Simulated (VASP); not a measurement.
# Ni: single point with PBEsol

Ni:

```
Ni
1.0
     0.00000    1.65938    1.65938
     1.65938    0.00000    1.65938
     1.65938    1.65938    0.00000
Ni
1
Direct
  0.00000 0.00000 0.00000
```

This cell differs from its parent crystal: volume scaled by 0.88.

```yaml
Program: VASP 6.6.1
Task: single point
Functional: PBEsol
Potentials_or_basis: VASP PAW PBE potentials, release 64 (Ni)
Cutoff: 520 eV
k_mesh: 20 × 20 × 20
Occupations: fermi-dirac, width 0.05 eV
Spin: collinear spin, ferromagnetic start
Starting_moments: "[1.0] μB"
Dipole_correction: no
Further_INCAR_settings: ALGO = Normal; EDIFF = 1e-06; NBANDS = 15
```

```json
{
 "Pressure": "39.6 GPa",
 "Net moment": "0.60 μB per cell",
 "Site moments": "Ni +0.59 μB",
 "Valence electrons inside the program's atomic spheres": "Ni 9.69"
}
```

Levels at points of the mesh, in eV from the Fermi level:
Spin up:
| k point | band 2 | band 3 | band 4 | band 5 | band 6 | band 7 | band 8 | band 9 |
| --- | --- | --- | --- | --- | --- | --- | --- | --- |
| (0.00, 0.00, 0.00) | -2.91 | -2.91 | -2.91 | -1.42 | -1.42 | 25.15 | 30.39 | 30.39 |
| (0.50, 0.00, 0.00) | -2.93 | -2.93 | -0.67 | -0.53 | -0.53 | 7.02 | 23.56 | 27.79 |
| (0.50, 0.50, 0.00) | -5.23 | -0.49 | -0.33 | -0.33 | 2.52 | 10.87 | 16.47 | 16.47 |
Spin down:
```csv
k point,band 1,band 2,band 3,band 4,band 5,band 6,band 7,band 8,band 9,band 10
"(0.00, 0.00, 0.00)",-10.34,-2.23,-2.23,-2.23,-0.83,-0.83,25.07,30.39,30.39,30.39
"(0.50, 0.00, 0.00)",-5.51,-2.34,-2.34,-0.68,0.19,0.19,7.44,23.48,27.89,27.89
"(0.50, 0.50, 0.00)",-5.51,-4.68,0.13,0.47,0.47,2.53,11.15,16.51,16.51,22.28
```

Run time: 31 s on 1 thread of Intel(R) Xeon(R) 6975P-C (Granite Rapids), on a shared host, peak memory 0.16 GiB.

Caveat: the PAW data sets were made with another functional, which shifts forces and pressure a little.
